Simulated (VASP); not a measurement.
# Lu (Im-3m) in VASP: notebook

The runs below take Lu through single point, with PBEsol.

All numbers are computed with VASP 6.6.1; they aren't measurements. Logs are shortened: lines on timing, memory, paths and dates and some standing lists are left out, and cuts for length are marked.

### Step 1. The cell of the first run

The structure is cubic, space group Im-3m (No. 229). The conventional cell has a = 3.253 Å, b = 3.253 Å, c = 3.253 Å, α = 90.00°, β = 90.00°, γ = 90.00°. Lu (site symmetry m-3m) has 14 Lu at 2.82 to 3.25 Å within 3.7 Å.

This isn't the form of Lu at room conditions, which is hcp.

### Step 2. Single point, PBEsol

INCAR reads:

```
SYSTEM = Lu
ALGO = Normal
EDIFF = 1E-6
ENCUT = 520
GGA = PS
ISIF = 2
ISMEAR = 1
LASPH = .TRUE.
LCHARG = .FALSE.
LREAL = .FALSE.
LWAVE = .FALSE.
NBANDS = 18
NELM = 80
PREC = Accurate
SIGMA = 0.1
```

KPOINTS reads:

```
k-points
0
G
  8 8 8
  0 0 0
```

POSCAR reads:

```
Lu
1.0
    1.6263583058      1.6263583058      1.6263583058
   -1.6263583058      1.6263583058      1.6263583058
   -1.6263583058     -1.6263583058      1.6263583058
Lu
1
Direct
    0.0000000000      0.0000000000      0.0000000000
```

Potentials or basis: VASP PAW PBE potentials, release 64 (Lu).

Run with:

```
> cat potpaw_PBE.64/Lu/POTCAR > POTCAR
> mpirun -np 1 vasp_std > vasp.out
```

OUTCAR:

```text
SYSTEM = Lu
   EDIFF = 1E-6
   ENCUT = 520
   GGA = PS
   ISIF = 2
   ISMEAR = 1
   LASPH = .TRUE.
   LREAL = .FALSE.
   NELM = 80
   PREC = Accurate

 ion  position               nearest neighbor table
   1  0.000  0.000  0.000-

  LATTYP: Found a body centered cubic cell.
 ALAT       =     3.2527166116

  Lattice vectors:

 A1 = (   1.6263583058,  -1.6263583058,  -1.6263583058)
 A2 = (   1.6263583058,   1.6263583058,   1.6263583058)
 A3 = (  -1.6263583058,  -1.6263583058,   1.6263583058)

Analysis of symmetry for initial positions (statically):
=====================================================================
 Subroutine PRICEL returns:
 Original cell was already a primitive cell.

 Routine SETGRP: Setting up the symmetry group for a
 body centered cubic supercell.

 Subroutine GETGRP returns: Found 48 space group operations
 (whereof 48 operations were pure point group operations)
 out of a pool of 48 trial point group operations.

The static configuration has the point symmetry O_h .

Analysis of symmetry for dynamics (positions and initial velocities):
=====================================================================
 Subroutine PRICEL returns:
 Original cell was already a primitive cell.

 Routine SETGRP: Setting up the symmetry group for a
 body centered cubic supercell.

 Subroutine GETGRP returns: Found 48 space group operations
 (whereof 48 operations were pure point group operations)
 out of a pool of 48 trial point group operations.

The dynamic configuration has the point symmetry O_h .

 Subroutine INISYM returns: Found 48 space group operations
 (whereof 48 operations are pure point group operations),
 and found     1 'primitive' translations

----------------------------------------------------------------------------------------

                                     Primitive cell

  volume of cell :      17.2071

  direct lattice vectors                    reciprocal lattice vectors
     1.626358306  1.626358306  1.626358306     0.307435328  0.000000000  0.307435328
    -1.626358306  1.626358306  1.626358306    -0.307435328  0.307435328  0.000000000
    -1.626358306 -1.626358306  1.626358306     0.000000000 -0.307435328  0.307435328

  length of vectors
     2.816935217  2.816935217  2.816935217     0.434779211  0.434779211  0.434779211

  position of ions in fractional coordinates (direct lattice)
     0.000000000  0.000000000  0.000000000

  ion indices of the primitive-cell ions
   primitive index   ion index
                 1           1

----------------------------------------------------------------------------------------

 KPOINTS: k-points

Automatic generation of k-mesh.
 Grid dimensions read from file:
 generate k-points for:    8    8    8

 Generating k-lattice:

  Cartesian coordinates                     Fractional coordinates (reciprocal lattice)
     0.038429416  0.000000000  0.038429416     0.125000000  0.000000000  0.000000000
    -0.038429416  0.038429416  0.000000000     0.000000000  0.125000000  0.000000000
     0.000000000 -0.038429416  0.038429416     0.000000000  0.000000000  0.125000000

  Length of vectors
     0.054347401  0.054347401  0.054347401

  Shift w.r.t. Gamma in fractional coordinates (k-lattice)
     0.000000000  0.000000000  0.000000000

 Subroutine IBZKPT returns following result:
 ===========================================

 Found     29 irreducible k-points:

 Following reciprocal coordinates:
            Coordinates               Weight
  0.000000  0.000000  0.000000      1.000000
  0.125000  0.000000  0.000000     12.000000
  0.250000  0.000000  0.000000     12.000000
  0.375000  0.000000  0.000000     12.000000
  0.500000  0.000000  0.000000      6.000000
  0.250000  0.125000  0.000000     24.000000
[... 16 lines left out ...]
  0.375000  0.250000  0.250000     24.000000
  0.500000  0.250000  0.250000     12.000000
 [... further k-points ...]
   k-points           NKPTS =     29   k-points in BZ     NKDIM =     29   number of bands    NBANDS=     18
   number of dos      NEDOS =    301   number of ions     NIONS =      1
   total plane-waves  NPLWV =  13824
   dimension x,y,z NGX =    24 NGY =   24 NGZ =   24
   dimension x,y,z NGXF=    48 NGYF=   48 NGZF=   48
   ions per type =               1
   NGX,Y,Z   is equivalent  to a cutoff of  14.16, 14.16, 14.16 a.u.
   NGXF,Y,Z  is equivalent  to a cutoff of  28.33, 28.33, 28.33 a.u.
 SYSTEM =  Lu
   PREC   = accura    normal or accurate (medium, high low for compatibility)
   ISTART =      0    job   : 0-new  1-cont  2-samecut
   ICHARG =      2    charge: 1-file 2-atom 10-const
   ISPIN  =      1    spin polarized calculation?
   LNONCOLLINEAR =      F non collinear calculations
   LSORBIT =      F    spin-orbit coupling
   LASPH  =      T    aspherical Exc in radial PAW
   ENCUT  =  520.0 eV  38.22 Ry    6.18 a.u.   5.24  5.24  5.24*2*pi/ulx,y,z
   NELM   =     80;   NELMIN=  2; NELMDL= -5     # of ELM steps
   EDIFF  = 0.1E-05   stopping-criterion for ELM
   LREAL  =      F    real-space projection
   EDIFFG = 0.1E-04   stopping-criterion for IOM
   NSW    =      0    number of steps for IOM
   IBRION =     -1    ionic relax: 0-MD 1-quasi-New 2-CG
   NFREE  =      0    steps in history (QN), initial steepest desc. (CG)
   ISIF   =      2    stress and relaxation
   ISYM   =      2    0-nonsym 1-usesym 2-fastsym
   POTIM  = 0.5000    time-step for ionic-motion
   TEBEG  =    0.0;   TEEND  =   0.0 temperature during run
   PSTRESS=    0.0 pullay stress
   NELECT =      25.0000    total number of electrons
   NUPDOWN=      -1.0000    fix difference up-down
   EMIN   =  10.00;   EMAX   =-10.00  energy-range for DOS
   EFERMI =   0.00;   METHOD = LEGACY
   ISMEAR =     1;   SIGMA  =   0.10  broadening in eV -4-tet -1-fermi 0-gaus
   EFERMI_NEDOS =   21; number of points for ismear=-14 and -15
   IALGO  =     38    algorithm
   IMIX   =      4    mixing-type and parameters
     AMIX     =   0.40;   BMIX     =  1.00
     AMIX_MAG =   1.60;   BMIX_MAG =  1.00
  volume/ion in A,a.u.               =      17.21       116.12
  Fermi-wavevector in a.u.,A,eV,Ry     =   1.854180  3.503893 46.776615  3.437984
  Thomas-Fermi vector in A             =   2.903554
   LORBIT       =      0    0 simple, 1 ext, 2 COOP (PROOUT), +10 PAW based schemes
   GGA     = PS    functional components
   LHFCALC =     F    Hartree Fock is set to
   AEXX    =    0.0000 exact exchange contribution
   IVDW    =     0    specifies the selected vdW correction
   LEPSILON=     F    determine dielectric tensor
   LRPA    =     F    only Hartree local field effects (RPA)
 non-spin polarized calculation
 Methfessel and Paxton  Order N= 1 SIGMA  =   0.10
  energy-cutoff  :      520.00
  volume of cell :       17.21
 maximum number of plane-waves:       476
 NGX is ok and might be reduce to    24
   NGX = 11   NGY = 11   NGZ = 11

 number of electron      25.0000011 magnetization

 Free energy of the ion-electron system (eV)
  ---------------------------------------------------
  ext. energy  EPLUGINS =         0.00000000
  ---------------------------------------------------
  free energy    TOTEN  =        -3.62943039 eV

  energy without entropy =       -3.62897811  energy(sigma->0) =       -3.62927963

 E-fermi :   4.3853     XC(G=0): -13.7027

 val. band max:        4.2941921658   @ k =   0.5000   0.1250   0.0000
 cond. band min:       4.4012632520   @ k =   0.5000   0.2500   0.1250
 fundamental gap:      0.1070710862
 Fermi energy:         4.3853046473

 k-point     1 :       0.0000    0.0000    0.0000
  band No.  band energies     occupation
      1     -51.2089      2.00000
      2     -20.7356      2.00000
      3     -20.7356      2.00000
      4     -20.7356      2.00000
      5      -2.6274      2.00000
      6      -0.2824      2.00000
[... 10 lines left out ...]
     17      10.7968      0.00000
     18      19.4358      0.00000

 k-point     2 :       0.1250    0.0000    0.0000
  band No.  band energies     occupation
      1     -51.1652      2.00000
      2     -21.1515      2.00000
      3     -20.8507      2.00000
      4     -20.7417      2.00000
      5      -1.7784      2.00000
      6      -0.2703      2.00000
[... 10 lines left out ...]
     17      10.7896      0.00000
     18      20.2733      0.00000

 k-point     3 :       0.2500    0.0000    0.0000
  band No.  band energies     occupation
      1     -51.0584      2.00000
      2     -22.0599      2.00000
      3     -21.1189      2.00000
      4     -20.7568      2.00000
      5      -0.2718      2.00000
      6      -0.2503      2.00000
[... 10 lines left out ...]
     17      11.0314      0.00000
     18      20.7585      0.00000

 k-point     4 :       0.3750    0.0000    0.0000
  band No.  band energies     occupation
      1     -50.9496      2.00000
      2     -22.8676      2.00000
      3     -21.3747      2.00000
      4     -20.7726      2.00000
      5      -0.2484      2.00000
      6      -0.1642      2.00000
[... 375 lines left out ...]
      4     -21.5415      2.00000
      5      -0.2736      2.00000
      6      -0.1325      2.00000
[... 10 lines left out ...]
     17      12.4181      0.00000
     18      20.3194      0.00000

 k-point    23 :       0.3750    0.2500    0.2500
  band No.  band energies     occupation
      1     -50.8380      2.00000
      2     -22.5614      2.00000
      3     -21.8215      2.00000
      4     -21.6334      2.00000
      5      -0.2350      2.00000
      6      -0.1908      2.00000
[... 10 lines left out ...]
     17      13.0683      0.00000
     18      21.5819      0.00000

 k-point    24 :       0.5000    0.2500    0.2500
  band No.  band energies     occupation
      1     -50.7994      2.00000
      2     -22.7834      2.00000
      3     -21.9334      2.00000
      4     -21.6153      2.00000
      5      -0.2240      2.00000
      6      -0.2136      2.00000
[... 10 lines left out ...]
     17      15.7680      0.00000
     18      19.2689      0.00000

 [... further k-points ...]

------------------------ aborting loop because EDIFF is reached ----------------------------------------

  FORCE on cell =-STRESS in cart. coord.  units (eV):
  Direction    XX          YY          ZZ          XY          YZ          ZX
  --------------------------------------------------------------------------------------
  -------------------------------------------------------------------------------------
  Total        5.0471712      5.0471712      5.0471712      0.0000000      0.0000000      0.0000000
  in kB      469.9481344    469.9481344    469.9481344      0.0000000      0.0000000      0.0000000
  external PRESSURE =     469.9481344 kB  Pullay stress =       0.0000000 kB

 VOLUME and BASIS-vectors are now :
 -----------------------------------------------------------------------------
  energy-cutoff  :      520.00
  volume of cell :       17.21
      direct lattice vectors                 reciprocal lattice vectors
     1.626358306  1.626358306  1.626358306     0.307435328  0.000000000  0.307435328
    -1.626358306  1.626358306  1.626358306    -0.307435328  0.307435328  0.000000000
    -1.626358306 -1.626358306  1.626358306     0.000000000 -0.307435328  0.307435328

 POSITION                                       TOTAL-FORCE (eV/Angst)
 -----------------------------------------------------------------------------------
      0.00000      0.00000      0.00000         0.000000     -0.000000     -0.000000
 -----------------------------------------------------------------------------------
    total drift:                               -0.000000     -0.000000      0.000000

  FREE ENERGIE OF THE ION-ELECTRON SYSTEM (eV)
  ---------------------------------------------------
  free  energy   TOTEN  =        -3.6294303860 eV

  energy  without entropy=       -3.6289781076  energy(sigma->0) =       -3.62927963
```

Wall time 27 s (1 thread of Intel Xeon 8259CL, shared host); peak memory 0.15 GiB.

What came out:

```yaml
Free_energy: -3.6294 eV
Pressure: 47.0 GPa
Band_gap_on_the_k_mesh: zero (an odd number of electrons rules out a gap without spin polarisation)
```

Caveat: the cell stands under pressure; the PAW data sets were made with another functional, which shifts forces and pressure a little; spin-orbit coupling is left out, which moves the levels of the heavy elements.

### Step 3. Single point, PBEsol

This run uses another cell than the first one, of 19.34 Å³/atom.

INCAR reads:

```
PREC = Accurate ; ENCUT = 520
EDIFF = 1E-6 ; ISMEAR = 1
SIGMA = 0.1 ; LREAL = False
LASPH = True ; NELM = 100
ALGO = Normal ; ISIF = 2
LWAVE = False ; LCHARG = True
GGA = PS ; LELF = True
LVHAR = True ; NBANDS = 18
```

KPOINTS reads:

```
Automatic mesh
0
Gamma
  8 8 8
```

POSCAR reads:

```
Lu
1.0
    1.6908487185      1.6908487185      1.6908487185
   -1.6908487185      1.6908487185      1.6908487185
   -1.6908487185     -1.6908487185      1.6908487185
Lu
1
Direct
    0.0000000000      0.0000000000      0.0000000000
```

Potentials or basis: VASP PAW PBE potentials, release 64 (Lu).

Run with:

```
> cat potpaw_PBE.64/Lu/POTCAR > POTCAR
> mpirun -np 1 vasp_std > vasp.out
```

Run time: 31 s. Hardware: 1 thread of Intel Xeon 8259CL, shared host; peak memory 0.15 GiB.

Results (log left out):

```
Free energy            : -4.1440 eV
Pressure               : 31.2 GPa
Band gap on the k mesh : zero (an odd number of electrons rules out a gap without spin polarisation)
```

Levels at points of the mesh, in eV from the Fermi level:
```tsv
k point	band 8	band 9	band 10	band 11	band 12	band 13	band 14	band 15	band 16	band 17
(0.00, 0.00, 0.00)	-4.67	-4.41	-4.41	-4.41	-4.35	2.59	2.59	2.59	5.92	5.92
(0.50, 0.00, 0.00)	-4.47	-4.43	-4.42	-4.38	-3.41	-0.11	2.66	5.98	7.32	10.84
(0.50, 0.50, 0.50)	-4.54	-4.39	-4.39	-4.39	-2.95	-2.95	9.45	9.45	9.45	9.60
```

Caveat: the cell stands under pressure; the PAW data sets were made with another functional, which shifts forces and pressure a little; spin-orbit coupling is left out, which moves the levels of the heavy elements.

### Step 4. Single point, PBEsol

This run uses another cell than the first one, of 22.24 Å³/atom.

INCAR reads:

```
SYSTEM = Lu
PREC = Accurate
ENCUT = 520
EDIFF = 1E-6
ISMEAR = 1
SIGMA = 0.1
LREAL = .FALSE.
LASPH = .TRUE.
NELM = 100
ALGO = Normal
ISIF = 2
LWAVE = .FALSE.
LCHARG = .FALSE.
GGA = PS
NBANDS = 18
```

KPOINTS reads:

```
regular mesh
0
G
  8 8 8
  0 0 0
```

POSCAR reads:

```
Lu
1.0
    1.7716164442      1.7716164442      1.7716164442
   -1.7716164442      1.7716164442      1.7716164442
   -1.7716164442     -1.7716164442      1.7716164442
Lu
1
Direct
    0.0000000000      0.0000000000      0.0000000000
```

Run with:

```
> cat potpaw_PBE.64/Lu/POTCAR > POTCAR
> mpirun -np 1 vasp_std > vasp.out
```

Wall time 25 s (1 thread of Intel Xeon 8259CL, shared host); peak memory 0.15 GiB.

The run converged. Its results:

```
Free energy            : -4.5637 eV
Pressure               : 15.6 GPa
Band gap on the k mesh : zero (an odd number of electrons rules out a gap without spin polarisation)
```

Levels at points of the mesh, in eV from the Fermi level:
| k point | band 8 | band 9 | band 10 | band 11 | band 12 | band 13 | band 14 | band 15 | band 16 | band 17 |
| --- | --- | --- | --- | --- | --- | --- | --- | --- | --- | --- |
| (0.00, 0.00, 0.00) | -4.80 | -4.61 | -4.61 | -4.61 | -4.57 | 2.38 | 2.38 | 2.38 | 5.31 | 5.31 |
| (0.50, 0.00, 0.00) | -4.66 | -4.63 | -4.62 | -4.60 | -3.13 | 0.04 | 1.63 | 5.24 | 6.45 | 9.39 |
| (0.50, 0.50, 0.50) | -4.71 | -4.60 | -4.60 | -4.60 | -2.44 | -2.44 | 7.89 | 7.89 | 7.89 | 8.37 |

Caveat: the cell stands under pressure; the PAW data sets were made with another functional, which shifts forces and pressure a little; spin-orbit coupling is left out, which moves the levels of the heavy elements.

### Step 5. Single point, PBEsol

This run uses another cell than the first one, of 27.81 Å³/atom.

INCAR reads:

```
SYSTEM = Lu
  ALGO = Normal
  EDIFF = 1E-6
  ENCUT = 520
  GGA = PS
  ISIF = 2
  ISMEAR = 1
  LASPH = .TRUE.
  LCHARG = .TRUE.
  LELF = .TRUE.
  LREAL = .FALSE.
  LVHAR = .TRUE.
  LWAVE = .FALSE.
  NBANDS = 18
  NELM = 60
  PREC = Accurate
  SIGMA = 0.1
```

KPOINTS reads:

```
k-points
0
G
  8 8 8
  0 0 0
```

POSCAR reads:

```
Lu
1.0
    1.9085341230      1.9085341230      1.9085341230
   -1.9085341230      1.9085341230      1.9085341230
   -1.9085341230     -1.9085341230      1.9085341230
Lu
1
Direct
    0.0000000000      0.0000000000      0.0000000000
```

Run with:

```
> cat potpaw_PBE.64/Lu/POTCAR > POTCAR
> mpirun -np 1 vasp_std > vasp.out
```

Wall time 43 s (1 thread of Intel Xeon 8259CL, shared host); peak memory 0.17 GiB.

The run converged. Its results:

```yaml
Free_energy: -4.8000 eV
Pressure: 0.3 GPa
Band_gap_on_the_k_mesh: zero (an odd number of electrons rules out a gap without spin polarisation)
```

Levels at points of the mesh, in eV from the Fermi level:
```
           k point  band 8  band 9  band 10  band 11  band 12  band 13  band 14  band 15  band 16  band 17
(0.00, 0.00, 0.00)   -5.05   -4.94    -4.94    -4.94    -4.92     2.15     2.15     2.15     4.52     4.52
(0.50, 0.00, 0.00)   -4.97   -4.95    -4.95    -4.93    -2.64     0.31     0.65     4.30     5.33     7.52
(0.50, 0.50, 0.50)   -5.00   -4.94    -4.94    -4.94    -1.65    -1.65     6.05     6.05     6.05     6.78
```

Caveat: the PAW data sets were made with another functional, which shifts forces and pressure a little; spin-orbit coupling is left out, which moves the levels of the heavy elements.

### Step 6. Overview

| cell | gap on the mesh (eV) | pressure (GPa) |
| --- | --- | --- |
| a = 2.817 Å, angles 70.5, 109.5, 70.5°, 1 atom | none | 47.0 |
| a = 2.929 Å, angles 70.5, 109.5, 70.5°, 1 atom | none | 31.2 |
| a = 3.069 Å, angles 70.5, 109.5, 70.5°, 1 atom | none | 15.6 |
| a = 3.306 Å, angles 70.5, 109.5, 70.5°, 1 atom | none | 0.3 |

Alike in all rows: task single point; level PBEsol; potentials or basis VASP PAW PBE potentials, release 64 (Lu); no spin polarisation; k mesh 8 × 8 × 8; cutoff (eV) 520; smearing methfessel-paxton 0.1 eV.

Caveats: the PAW data sets were made with another functional, which shifts forces and pressure a little; spin-orbit coupling is left out, which moves the levels of the heavy elements; the cell stands under pressure (at least some runs).

Absolute energies hang on the potentials; compare differences alone.
